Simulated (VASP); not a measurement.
Wanted: the native input for a VASP 6.6.1 run.

- Task: single point
- Functional: LDA
- Potentials or basis: VASP PAW LDA potentials, release 64 (Zn, S)
- Cutoff: 520 eV
- k mesh: 3 × 3 × 2
- Occupations: gaussian, width 0.01 eV
- Spin: no spin polarisation
- Dipole correction: no
- Further INCAR settings: ALGO = Normal; EDIFF = 1e-06; NBANDS = 26

The structure of ZnS (Wurtzite-2H) lies in POSCAR:

```
ZnS
1.0
    3.9312100000      0.0135700000      0.0217200000
   -1.9538500000      3.2555300000     -0.0285400000
    0.0355300000     -0.0334000000      6.2663100000
Zn S
2 2
Direct
    0.3369600000      0.6717700000      0.9981400000
    0.6946300000      0.3621900000      0.4950000000
    0.3504000000      0.6955600000      0.3854200000
    0.6788300000      0.3377200000      0.8804100000
```

The input as run:

INCAR

```
SYSTEM = ZnS
ALGO = Normal
EDIFF = 1E-6
ENCUT = 520
ISIF = 2
ISMEAR = 0
LASPH = .TRUE.
LCHARG = .FALSE.
LREAL = .FALSE.
LWAVE = .FALSE.
NBANDS = 26
NELM = 80
PREC = Accurate
SIGMA = 0.01
```

KPOINTS

```
k-points
0
G
  3 3 2
  0 0 0
```

Potentials or basis: VASP PAW LDA potentials, release 64 (Zn, S).

Command:

```sh
$ cat potpaw_LDA.64/Zn/POTCAR potpaw_LDA.64/S/POTCAR > POTCAR
$ mpirun -np 1 vasp_std > vasp.out
```

It gave:

| Item | Value |
| --- | --- |
| Pressure | -4.6 GPa |
| Largest force | 0.651 eV/Å |
| Band gap on the k mesh | 1.79 eV, direct |

Caveat: the k points lie up to 0.64 Å⁻¹ apart.

It took 18 s on 1 thread of Intel(R) Xeon(R) Platinum 8488C (Sapphire Rapids), on a shared host, peak memory 0.16 GiB.
